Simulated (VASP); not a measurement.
Set up this calculation in VASP 6.6.1, as the native input.

```
Task                   : single point
Functional             : PBE
Potentials or basis    : VASP PAW PBE potentials, release 64 (B, H, As)
Cutoff                 : 520 eV
k mesh                 : 6 × 6 × 4
Occupations            : gaussian, width 0.1 eV
Spin                   : no spin polarisation
Dipole correction      : no
Further INCAR settings : ALGO = Normal; EDIFF = 1e-06; NBANDS = 14
```

The structure of B2AsH2 lies in POSCAR:

```
B2AsH2
1.0
    4.3704900700      0.0000000000      0.0000000000
   -2.1852450400      3.7849554300      0.0000000000
    0.0000000000      0.0000000000      3.9556981300
B H As
2 2 1
Direct
    0.3333333300      0.6666666700      0.5000000000
    0.6666666700      0.3333333300      0.5000000000
    0.0000000000      0.0000000000      0.1417889800
    0.0000000000      0.0000000000      0.8582110200
    0.0000000000      0.0000000000      0.5000000000
```

The cell was built from a structure type or drawn by symmetry, and may not be a known phase.

These files were run (other wordings do the same):

INCAR

```
SYSTEM = B2AsH2
PREC = Accurate
ENCUT = 520
EDIFF = 1E-6
ISMEAR = 0
SIGMA = 0.1
LREAL = .FALSE.
LASPH = .TRUE.
NELM = 100
ALGO = Normal
ISIF = 2
LWAVE = .FALSE.
LCHARG = .FALSE.
GGA = PE
NBANDS = 14
```

KPOINTS

```
regular mesh
0
G
  6 6 4
  0 0 0
```

Potentials or basis: VASP PAW PBE potentials, release 64 (B, H, As).

The run is started by

```sh
$ cat potpaw_PBE.64/B/POTCAR potpaw_PBE.64/H/POTCAR potpaw_PBE.64/As/POTCAR > POTCAR
$ mpirun -np 1 vasp_std > vasp.out
```

Results of the run:

```
Pressure               : -2.9 GPa
Largest force          : 3.948 eV/Å
Band gap on the k mesh : zero (an odd number of electrons rules out a gap without spin polarisation)
```

Caveat: the k points lie up to 0.40 Å⁻¹ apart, too coarse for converged energies and pressures of a metal; forces of over 1 eV/Å act on the atoms, so gaps and moduli don't describe the material at rest.

Wall time 10 s on 1 thread of Intel(R) Xeon(R) Platinum 8488C (Sapphire Rapids) (shared host), peak memory 0.19 GiB.
